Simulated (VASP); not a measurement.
# SrTa2O5 (Cmmm) in VASP: relaxation of cell and atoms with PBE

Aim: the relaxation of cell and atoms of SrTa2O5 with PBE.

Program: VASP 6.6.1. These are calculated values, not measurements. Logs are shortened: lines on timing, memory, paths and dates and some standing lists are left out, and cuts for length are marked.

## Step 1: The cell of the first run

Symmetry: Cmmm, No. 65, orthorhombic system. Conventional cell: a = 4.136 Å, b = 12.289 Å, c = 3.975 Å, α = 90.00°, β = 90.00°, γ = 90.00°. Sr (site symmetry mmm) has 12 O at 2.77 to 2.87 Å and 8 Ta at 3.52 Å within 3.6 Å. Within 2.6 Å of Ta (site symmetry m2m) lie 6 O at 1.99 to 2.18 Å. Within 2.6 Å of O (site symmetry m2m) lie 2 Ta at 1.99 Å. Within 2.9 Å of O (site symmetry mmm) lie 2 Ta at 2.04 Å and 8 O at 2.77 to 2.82 Å and 4 Sr at 2.87 Å. O (site symmetry m2m) has 3 Ta at 2.07 to 2.18 Å and 2 Sr at 2.77 Å and 6 O at 2.82 to 2.87 Å within 2.9 Å.

## Step 2: Relaxation of cell and atoms, PBE

Contents of INCAR:

```
SYSTEM = SrTa2O5
PREC     = Accurate       ! precision mode
ENCUT    = 600            ! plane-wave cutoff, eV
EDIFF    = 1E-7           ! SCF threshold, eV
ISMEAR   = 0              ! smearing method
SIGMA    = 0.1            ! smearing width, eV
LREAL    = .FALSE.        ! projectors in reciprocal space
LASPH    = .TRUE.         ! aspherical terms in the spheres
NELM     = 80             ! most SCF steps
ALGO     = Normal         ! electronic algorithm
ISIF     = 3              ! what is computed and relaxed
LWAVE    = .FALSE.        ! write WAVECAR
LCHARG   = .FALSE.        ! write CHGCAR
GGA      = PE             ! functional
IBRION   = 2              ! ionic algorithm
NSW      = 80             ! ionic steps
EDIFFG   = -0.001         ! ionic threshold
```

Contents of KPOINTS:

```
regular mesh
0
G
  8 8 8
  0 0 0
```

Contents of POSCAR:

```
SrTa2O5
1.0
    2.0679052543     -6.1444816400      0.0000000000
    2.0679052543      6.1444816400      0.0000000000
    0.0000000000      0.0000000000      3.9751848832
Sr Ta O
1 2 5
Direct
    0.5000000000      0.5000000000      0.0000000000
    0.1657500425      0.8342499575      0.5000000000
    0.8342499575      0.1657500425      0.5000000000
    0.1574985255      0.8425014745      0.0000000000
    0.8425014745      0.1574985255      0.0000000000
    0.0000000000      0.0000000000      0.5000000000
    0.3434809619      0.6565190381      0.5000000000
    0.6565190381      0.3434809619      0.5000000000
```

Potentials or basis: VASP PAW PBE potentials, release 64 (Sr_sv, Ta_pv, O).

Run with:

```console
$ cat potpaw_PBE.64/Sr_sv/POTCAR potpaw_PBE.64/Ta_pv/POTCAR potpaw_PBE.64/O/POTCAR > POTCAR
$ mpirun -np 1 vasp_std > vasp.out
```

OUTCAR:

```text
SYSTEM = SrTa2O5
   PREC = Accurate
   ENCUT = 600
   EDIFF = 1E-7
   ISMEAR = 0
   LREAL = .FALSE.
   LASPH = .TRUE.
   NELM = 80
   ISIF = 3
   GGA = PE
   IBRION = 2
   NSW = 80
   EDIFFG = -0.001

 ion  position               nearest neighbor table
   1  0.500  0.500  0.000-   7 2.77   8 2.77   7 2.77   8 2.77   4 2.83   5 2.83   4 2.83   5 2.83
                             6 2.87   6 2.87   6 2.87   6 2.87   2 3.52   2 3.52   2 3.52   3 3.52
   2  0.166  0.834  0.500-   4 1.99   4 1.99   6 2.04   8 2.07   8 2.07   7 2.18   3 2.93   3 2.93
                             1 3.52   1 3.52   1 3.52   1 3.52
   3  0.834  0.166  0.500-   5 1.99   5 1.99   6 2.04   7 2.07   7 2.07   8 2.18   2 2.93   2 2.93
                             1 3.52   1 3.52   1 3.52   1 3.52
   4  0.157  0.843  0.000-   2 1.99   2 1.99   1 2.83   1 2.83
   5  0.843  0.157  0.000-   3 1.99   3 1.99   1 2.83   1 2.83
   6  0.000  0.000  0.500-   2 2.04   3 2.04   1 2.87   1 2.87   1 2.87   1 2.87
   7  0.343  0.657  0.500-   3 2.07   3 2.07   2 2.18   1 2.77   1 2.77
   8  0.657  0.343  0.500-   2 2.07   2 2.07   3 2.18   1 2.77   1 2.77

  LATTYP: Found a base centered orthorhombic cell.
 ALAT       =     4.1358105086
 B/A-ratio  =     2.9713554948
 C/A-ratio  =     0.9611622377

  Lattice vectors:

 A1 = (   2.0679052543,  -6.1444816400,   0.0000000000)
 A2 = (   2.0679052543,   6.1444816400,   0.0000000000)
 A3 = (   0.0000000000,   0.0000000000,   3.9751848832)

Analysis of symmetry for initial positions (statically):
=====================================================================
 Subroutine PRICEL returns:
 Original cell was already a primitive cell.

 Routine SETGRP: Setting up the symmetry group for a
 base centered orthorhombic supercell.

 Subroutine GETGRP returns: Found  8 space group operations
 (whereof  8 operations were pure point group operations)
 out of a pool of  8 trial point group operations.

The static configuration has the point symmetry D_2h.

Analysis of symmetry for dynamics (positions and initial velocities):
=====================================================================
 Subroutine PRICEL returns:
 Original cell was already a primitive cell.

 Routine SETGRP: Setting up the symmetry group for a
 base centered orthorhombic supercell.

 Subroutine GETGRP returns: Found  8 space group operations
 (whereof  8 operations were pure point group operations)
 out of a pool of  8 trial point group operations.

The dynamic configuration has the point symmetry D_2h.

 Subroutine INISYM returns: Found  8 space group operations
 (whereof  8 operations are pure point group operations),
 and found     1 'primitive' translations

----------------------------------------------------------------------------------------

                                     Primitive cell

  volume of cell :     101.0190

  direct lattice vectors                    reciprocal lattice vectors
     2.067905254 -6.144481640  0.000000000     0.241790575 -0.081373829  0.000000000
     2.067905254  6.144481640  0.000000000     0.241790575  0.081373829  0.000000000
     0.000000000  0.000000000  3.975184883     0.000000000  0.000000000  0.251560627

  length of vectors
     6.483123226  6.483123226  3.975184883     0.255116409  0.255116409  0.251560627

  position of ions in fractional coordinates (direct lattice)
     0.500000000  0.500000000  0.000000000
     0.165750043  0.834249957  0.500000000
     0.834249957  0.165750043  0.500000000
     0.157498526  0.842501474  0.000000000
     0.842501474  0.157498526  0.000000000
     0.000000000  0.000000000  0.500000000
     0.343480962  0.656519038  0.500000000
     0.656519038  0.343480962  0.500000000

  ion indices of the primitive-cell ions
   primitive index   ion index
                 1           1
                 2           2
                 3           3
                 4           4
                 5           5
                 6           6
                 7           7
                 8           8

----------------------------------------------------------------------------------------

 KPOINTS: regular mesh

Automatic generation of k-mesh.
 Grid dimensions read from file:
 generate k-points for:    8    8    8

 Generating k-lattice:

  Cartesian coordinates                     Fractional coordinates (reciprocal lattice)
     0.030223822 -0.010171729  0.000000000     0.125000000 -0.000000000  0.000000000
     0.030223822  0.010171729  0.000000000    -0.000000000  0.125000000  0.000000000
     0.000000000  0.000000000  0.031445078     0.000000000  0.000000000  0.125000000

  Length of vectors
     0.031889551  0.031889551  0.031445078

  Shift w.r.t. Gamma in fractional coordinates (k-lattice)
     0.000000000  0.000000000  0.000000000

 Subroutine IBZKPT returns following result:
 ===========================================

 Found    105 irreducible k-points:

 Following reciprocal coordinates:
            Coordinates               Weight
  0.000000  0.000000  0.000000      1.000000
  0.125000  0.000000  0.000000      4.000000
  0.250000  0.000000  0.000000      4.000000
  0.375000  0.000000  0.000000      4.000000
  0.500000  0.000000  0.000000      2.000000
  0.125000  0.125000  0.000000      2.000000
[... 16 lines left out ...]
  0.125000  0.000000  0.125000      8.000000
  0.250000  0.000000  0.125000      8.000000
 [... further k-points ...]
   k-points           NKPTS =    105   k-points in BZ     NKDIM =    105   number of bands    NBANDS=     37
   number of dos      NEDOS =    301   number of ions     NIONS =      8
   total plane-waves  NPLWV =  93312
   dimension x,y,z NGX =    54 NGY =   54 NGZ =   32
   dimension x,y,z NGXF=   108 NGYF=  108 NGZF=   64
   ions per type =               1   2   5
   NGX,Y,Z   is equivalent  to a cutoff of  13.85, 13.85, 13.38 a.u.
   NGXF,Y,Z  is equivalent  to a cutoff of  27.69, 27.69, 26.77 a.u.
 SYSTEM =  SrTa2O5
   PREC   = accura    normal or accurate (medium, high low for compatibility)
   ISTART =      0    job   : 0-new  1-cont  2-samecut
   ICHARG =      2    charge: 1-file 2-atom 10-const
   ISPIN  =      1    spin polarized calculation?
   LNONCOLLINEAR =      F non collinear calculations
   LSORBIT =      F    spin-orbit coupling
   LASPH  =      T    aspherical Exc in radial PAW
   ENCUT  =  600.0 eV  44.10 Ry    6.64 a.u.  12.95 12.95  7.94*2*pi/ulx,y,z
   NELM   =     80;   NELMIN=  2; NELMDL= -5     # of ELM steps
   EDIFF  = 0.1E-06   stopping-criterion for ELM
   LREAL  =      F    real-space projection
   EDIFFG = -.1E-02   stopping-criterion for IOM
   NSW    =     80    number of steps for IOM
   IBRION =      2    ionic relax: 0-MD 1-quasi-New 2-CG
   NFREE  =      1    steps in history (QN), initial steepest desc. (CG)
   ISIF   =      3    stress and relaxation
   ISYM   =      2    0-nonsym 1-usesym 2-fastsym
   POTIM  = 0.5000    time-step for ionic-motion
   TEBEG  =    0.0;   TEEND  =   0.0 temperature during run
   PSTRESS=    0.0 pullay stress
   NELECT =      62.0000    total number of electrons
   NUPDOWN=      -1.0000    fix difference up-down
   EMIN   =  10.00;   EMAX   =-10.00  energy-range for DOS
   EFERMI =   0.00;   METHOD = LEGACY
   ISMEAR =     0;   SIGMA  =   0.10  broadening in eV -4-tet -1-fermi 0-gaus
   EFERMI_NEDOS =   21; number of points for ismear=-14 and -15
   IALGO  =     38    algorithm
   IMIX   =      4    mixing-type and parameters
     AMIX     =   0.40;   BMIX     =  1.00
     AMIX_MAG =   1.60;   BMIX_MAG =  1.00
  volume/ion in A,a.u.               =      12.63        85.21
  Fermi-wavevector in a.u.,A,eV,Ry     =   1.391247  2.629076 26.335014  1.935569
  Thomas-Fermi vector in A             =   2.515105
   LORBIT       =      0    0 simple, 1 ext, 2 COOP (PROOUT), +10 PAW based schemes
   GGA     = PE    functional components
   LHFCALC =     F    Hartree Fock is set to
   AEXX    =    0.0000 exact exchange contribution
   IVDW    =     0    specifies the selected vdW correction
   LEPSILON=     F    determine dielectric tensor
   LRPA    =     F    only Hartree local field effects (RPA)
 conjugate gradient relaxation of ions
 non-spin polarized calculation
 Gauss-broadening in eV      SIGMA  =   0.10
  energy-cutoff  :      600.00
  volume of cell :      101.02
 maximum number of plane-waves:      3398
 NGX is ok and might be reduce to    54
   NGX = 25   NGY = 25   NGZ = 15

--------------------------------------- Ionic step        1  -------------------------------------------

 number of electron      61.9999988 magnetization

 Free energy of the ion-electron system (eV)
  ---------------------------------------------------
  ext. energy  EPLUGINS =         0.00000000
  ---------------------------------------------------
  free energy    TOTEN  =       -72.40203951 eV

  energy without entropy =      -72.39367631  energy(sigma->0) =      -72.39785791

------------------------ aborting loop because EDIFF is reached ----------------------------------------

  FORCE on cell =-STRESS in cart. coord.  units (eV):
  Direction    XX          YY          ZZ          XY          YZ          ZX
  --------------------------------------------------------------------------------------
  -------------------------------------------------------------------------------------
  Total        0.1954050      0.2819077      0.4049621      0.0000000      0.0000000      0.0000000
  in kB        3.0991535      4.4710998      6.4227613      0.0000000      0.0000000      0.0000000
  external PRESSURE =       4.6643382 kB  Pullay stress =       0.0000000 kB
[... 107 lines left out ...]
  FREE ENERGIE OF THE ION-ELECTRON SYSTEM (eV)
  ---------------------------------------------------
  free  energy   TOTEN  =       -72.4023757487 eV

  energy  without entropy=      -72.3939806293  energy(sigma->0) =      -72.39817819

[... ionic steps 4 to 11 ...]

--------------------------------------- Ionic step       12  -------------------------------------------

 number of electron      61.9999988 magnetization

------------------------ aborting loop because EDIFF is reached ----------------------------------------
[... 79 lines left out ...]
--------------------------------------- Ionic step       14  -------------------------------------------

 number of electron      61.9999988 magnetization

 Free energy of the ion-electron system (eV)
  ---------------------------------------------------
  ext. energy  EPLUGINS =         0.00000000
  ---------------------------------------------------
  free energy    TOTEN  =       -72.40239402 eV

  energy without entropy =      -72.39407136  energy(sigma->0) =      -72.39823269

 E-fermi :   6.0622     XC(G=0): -11.2138

 val. band max:        6.0528323216   @ k =   0.1250   0.1250   0.0000
 cond. band min:       6.0631293323   @ k =  -0.2500   0.1250   0.1250
 fundamental gap:      0.0102970107
 Fermi energy:         6.0621898120

 k-point     1 :       0.0000    0.0000    0.0000
  band No.  band energies     occupation
      1     -30.5932      2.00000
      2     -30.5912      2.00000
      3     -30.5042      2.00000
      4     -30.4364      2.00000
      5     -30.2941      2.00000
      6     -30.2532      2.00000
[... 949 lines left out ...]
     36       8.4112      0.00000
     37       9.5004      0.00000

 [... further k-points ...]

------------------------ aborting loop because EDIFF is reached ----------------------------------------

  FORCE on cell =-STRESS in cart. coord.  units (eV):
  Direction    XX          YY          ZZ          XY          YZ          ZX
  --------------------------------------------------------------------------------------
  -------------------------------------------------------------------------------------
  Total       -0.0016793     -0.0008142      0.0002490      0.0000000      0.0000000      0.0000000
  in kB       -0.0265763     -0.0128846      0.0039409      0.0000000      0.0000000      0.0000000
  external PRESSURE =      -0.0118400 kB  Pullay stress =       0.0000000 kB
[... 23 lines left out ...]
  FREE ENERGIE OF THE ION-ELECTRON SYSTEM (eV)
  ---------------------------------------------------
  free  energy   TOTEN  =       -72.4023940167 eV

  energy  without entropy=      -72.3940713556  energy(sigma->0) =      -72.39823269

 reached required accuracy - stopping structural energy minimisation
```

It took 56 min on 1 thread of Intel Xeon Platinum 8559C (Emerald Rapids), shared host; peak memory 0.64 GiB.

What came out:

```yaml
Free_energy: -72.4024 eV
Relaxed_volume: 12.65 Å³/atom
Relaxed_cell: a = 6.489 Å, b = 6.489 Å, c = 3.979 Å, α = 90.00°, β = 90.00°, γ = 142.82°
Space_group_after_relaxing_to_0.1_Å: Cmmm (No. 65)
Energy_gained_by_relaxing: 0.0 meV/atom
Ionic_steps: 14
Pressure_after_relaxing: 0.0 GPa
Band_gap_on_the_k_mesh: zero (bands 31 and 32 overlap by 2.61 eV)
```

Step by step:
| step | energy change (eV) | largest force (eV/Å) | pressure (GPa) | volume (Å³) |
| --- | --- | --- | --- | --- |
| 1 | 0.0000 | 0.0138 | 0.47 | 101.02 |
| 2 | 0.0005 | 0.0317 | -0.71 | 101.56 |
| 3 | -0.0003 | 0.0094 | 0.00 | 101.23 |
| 4 | -0.0003 | 0.0094 | 0.00 | 101.23 |
| 5 | -0.0003 | 0.0093 | -0.01 | 101.24 |
| 6 | -0.0003 | 0.0048 | -0.02 | 101.24 |
| 7 | -0.0003 | 0.0058 | -0.02 | 101.24 |
| 8 | -0.0004 | 0.0025 | 0.02 | 101.23 |
| 9 | -0.0004 | 0.0026 | 0.02 | 101.23 |
| 10 | -0.0004 | 0.0031 | 0.00 | 101.24 |
| 11 | -0.0004 | 0.0021 | 0.00 | 101.24 |
| 12 | -0.0004 | 0.0011 | 0.00 | 101.24 |
| 13 | -0.0004 | 0.0011 | 0.00 | 101.24 |
| 14 | -0.0004 | 0.0005 | 0.00 | 101.24 |

Final structure:
```cif
data_structure
_symmetry_space_group_name_H-M 'P 1'
_symmetry_Int_Tables_number 1
_cell_length_a 6.4886
_cell_length_b 6.4886
_cell_length_c 3.9789
_cell_angle_alpha 90.000
_cell_angle_beta 90.000
_cell_angle_gamma 142.818
_cell_volume 101.24
loop_
_atom_site_label
_atom_site_type_symbol
_atom_site_fract_x
_atom_site_fract_y
_atom_site_fract_z
_atom_site_occupancy
Sr1 Sr 0.50000 0.50000 0.00000 1
Ta1 Ta 0.16575 0.83425 0.50000 1
Ta2 Ta 0.83425 0.16575 0.50000 1
O1 O 0.15761 0.84239 0.00000 1
O2 O 0.84239 0.15761 0.00000 1
O3 O 0.00000 0.00000 0.50000 1
O4 O 0.34346 0.65654 0.50000 1
O5 O 0.65654 0.34346 0.50000 1
```

Caveat: spin-orbit coupling is left out, which moves the levels of the heavy elements.
